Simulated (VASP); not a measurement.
Crystal: KF.

```
K F
1.0
     0.00000    2.65896    2.78313
     2.65896    0.00000    2.78313
     2.65896    2.65896    0.00000
K F
1 1
Direct
  0.00000 0.00000 0.00000
  0.50000 0.50000 0.50000
```

This cell differs from its parent crystal: uniaxial z strain +4.7%.

Base run:

* Program: VASP 6.6.1
* Functional: r2SCAN
* Potentials or basis: VASP PAW PBE potentials, release 64 (K_sv, F)
* Cutoff: 660 eV
* k mesh: 8 × 8 × 8
* Occupations: gaussian, width 0.01 eV
* Spin: no spin polarisation

Its results: band gap on the k mesh 6.64 eV, direct; pressure -1.3 GPa.

Task: The run is repeated on the same cell with these changes: functional from r2SCAN to PBE; cutoff from 660 eV to 600 eV; occupations from gaussian, width 0.01 eV to fermi-dirac, width 0.02 eV. What comes out?

Result: Band gap on the k mesh 5.98 eV, direct; pressure 0.5 GPa.

Caveats: the PAW data sets were made with another functional, which shifts forces and pressure a little (some runs).

A k mesh can miss the band edges.
